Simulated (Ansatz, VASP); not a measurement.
**Nb in VASP and in Ansatz**

File INCAR:

```
ALGO     = Normal         # electronic algorithm
EDIFF    = 1E-8           # SCF threshold, eV
ENCUT    = 520            # plane-wave cutoff, eV
GGA      = PS             # functional
ISIF     = 2              # what is computed and relaxed
ISMEAR   = -1             # smearing method
LASPH    = T              # aspherical terms in the spheres
LCHARG   = F              # write CHGCAR
LEFG     = T            
LREAL    = F              # projectors in reciprocal space
LWAVE    = F              # write WAVECAR
NBANDS   = 12             # bands
NELM     = 100            # most SCF steps
PREC     = Accurate       # precision mode
SIGMA    = 0.08           # smearing width, eV
```

KPOINTS

```
k-points
0
Gamma
  13 13 13
```

The input POSCAR:

```
Nb
1.0
    0.0000000000      2.1564811194      2.1564811194
    2.1564811194      0.0000000000      2.1564811194
    2.1564811194      2.1564811194      0.0000000000
Nb
1
Direct
    0.0000000000      0.0000000000      0.0000000000
```

Input for Ansatz:

```yaml
crystal:
  lattice:
    - [0.0, 2.1564811194, 2.1564811194]
    - [2.1564811194, 0.0, 2.1564811194]
    - [2.1564811194, 2.1564811194, 0.0]
  atoms:
    - { symbol: Nb, position: [0.0, 0.0, 0.0] }
kpoints:
  mp_grid: { grid: [13, 13, 13] }
scf:
  occupations: { method: fermi_dirac, width: 0.08 }
hamiltonian:
  xc: pbesol
  pseudopotentials: { kind: paw }
output:
  forces: true
  stress: true
  eigenvalues: true
  efg: { contact_densities: true }
```

Change from the starting cell: volume scaled by 1.06, PAW files.

Alike in both runs: task electric field gradients; functional PBEsol; k mesh 13 × 13 × 13; occupations fermi-dirac, width 0.08 eV; no spin polarisation.

```csv
,VASP,Ansatz
version,VASP 6.6.1,Ansatz 0.2.0
potentials or method,"VASP PAW PBE potentials, release 64 (Nb_sv)","PAW with Ansatz's default frozen-core files, scalar-relativistic"
plane-wave cutoff (eV),520,420
valence electrons in the cell,13,13
```

|  | VASP | Ansatz | Ansatz less VASP |
| --- | --- | --- | --- |
| pressure (GPa) | -14.7 | -14.5 | +0.24 |

VASP's potentials were made for PBE, not for PBEsol.
